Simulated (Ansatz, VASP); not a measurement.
## Two plane-wave programs on BN

INCAR

```
SYSTEM = BN
ALGO = Normal
EDIFF = 1E-6
ENCUT = 520
GGA = CA
ISIF = 2
ISMEAR = 0
LASPH = .TRUE.
LCHARG = .FALSE.
LREAL = .FALSE.
LWAVE = .FALSE.
NBANDS = 11
NELM = 60
PREC = Accurate
SIGMA = 0.05
```

The input KPOINTS:

```
k-points
0
G
  12 12 12
  0 0 0
```

File POSCAR:

```
BN
1.0
    0.0135975075      1.8130010000      1.8130010000
    1.8265985075      0.0000000000      1.8265985075
    1.8130010000      1.8130010000      0.0135975075
B N
1 1
Direct
    0.0000000000      0.0000000000      0.0000000000
    0.7500000000      0.7500000000      0.7500000000
```

Input for Ansatz:

```yaml
crystal:
  lattice:
    - [0.0135975075, 1.813001, 1.813001]
    - [1.8265985075, 0.0, 1.8265985075]
    - [1.813001, 1.813001, 0.0135975075]
  atoms:
    - { symbol: B, position: [0.0, 0.0, 0.0] }
    - { symbol: "N", position: [0.75, 0.75, 0.75] }
basis:
  ecutwfc: 420
kpoints:
  mp_grid: { grid: [12, 12, 12] }
hamiltonian:
  xc: lda
scf:
  occupations: { method: gaussian, width: 0.05 }
output:
  forces: true
  stress: true
  eigenvalues: true
```

Change from the starting cell: strain +0.0150 x Voigt [0, 0, 0, 0, 1, 0], atoms carried along.

Alike in both runs: task single point; functional LDA; k mesh 12 × 12 × 12; occupations gaussian, width 0.05 eV; no spin polarisation.

```csv
,VASP,Ansatz
version,VASP 6.6.1,Ansatz 0.2.0
potentials or method,"VASP PAW LDA potentials, release 64 (B, N), cutoff 520 eV","scalar-relativistic, plane waves, PAW"
valence electrons in the cell,8,8
```

```tsv
	VASP	Ansatz	Ansatz less VASP
gap on the k mesh at the Fermi level (eV)	4.29	4.31	+0.017
least direct gap on the mesh (eV)	8.41	8.43	+0.013
pressure (GPa)	-13.2	-14.1	-0.87
traceless stress, the component that is largest in VASP (GPa)	-6.55	-6.51	+0.045
rms of the force components (eV/Å)	0.009	0.008	-0.0017
```

LDA's correlation is that of Perdew and Zunger in VASP and of Perdew and Wang (1992) in Ansatz. Atom by atom the forces differ by 0.002 eV/Å (rms over components).
